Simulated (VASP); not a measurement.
**TiAl3: single point with PBEsol**

The system is TiAl3.

```
CELL_PARAMETERS angstrom
-1.95211 1.95211 4.07685
1.95211 -1.95211 4.07685
1.95211 1.95211 -4.07685
ATOMIC_POSITIONS crystal
Ti 0.00000 0.00000 0.00000
Al 0.50000 0.50000 0.00000
Al 0.75000 0.22038 0.47038
Al 0.25000 0.77962 0.52962
```

This cell differs from its parent crystal: mode 9 frozen in at -0.113 Å, strain +e along z and -e/2 along x and y -0.0467.

```json
{"Program": "VASP 6.6.1", "Task": "single point", "Functional": "PBEsol", "Potentials or basis": "VASP PAW PBE potentials, release 64 (Ti_sv, Al)", "Cutoff": "520 eV", "k mesh": "14 × 14 × 14", "Occupations": "gaussian, width 0.15 eV", "Spin": "no spin polarisation", "Dipole correction": "no", "Further INCAR settings": "ALGO = Fast; EDIFF = 1e-06; NBANDS = 18"}
```

The pressure is 1.4 GPa and the largest force is 1.146 eV/Å.

Forces on the atoms (eV/Å):
```
Ti   0.000  0.000  0.000
Al   0.000  0.000  0.000
Al   1.146  0.000 -0.014
Al  -1.146  0.000  0.014
```

Stress tensor (GPa, compression positive):
```
-2.31  0.00  0.76
 0.00 -2.12  0.00
 0.76  0.00  8.71
```

Levels at points of the mesh, in eV from the Fermi level:
```
           k point  band 8  band 9  band 10  band 11  band 12  band 13  band 14  band 15
(0.00, 0.00, 0.00)   -1.58   -1.54    -1.42     0.72     1.39     1.44     2.06     2.15
(0.50, 0.00, 0.00)   -2.68   -1.29    -0.20     0.42     1.60     1.74     2.70     2.74
(0.00, 0.50, 0.00)   -2.68   -1.49     0.01     0.36     1.60     2.24     2.53     2.75
(0.50, 0.00, 0.50)   -2.63   -1.18    -0.30     0.36     1.20     1.60     2.73     2.79
(0.50, 0.50, 0.00)   -3.73   -2.88    -2.11    -0.82     1.56     1.75     2.91     3.12
(0.50, 0.50, 0.50)   -1.37   -1.27    -0.37     0.60     0.66     0.91     3.05     4.65
```

It took 34 min on 1 thread of AMD EPYC 9R45 96-Core Processor (Zen 5), with other jobs on the host, peak memory 0.84 GiB.

Caveat: the cell differs from its parent crystal (mode 9 frozen in at -0.113 Å, strain +e along z and -e/2 along x and y -0.0467); the PAW data sets were made with another functional, which shifts forces and pressure a little.
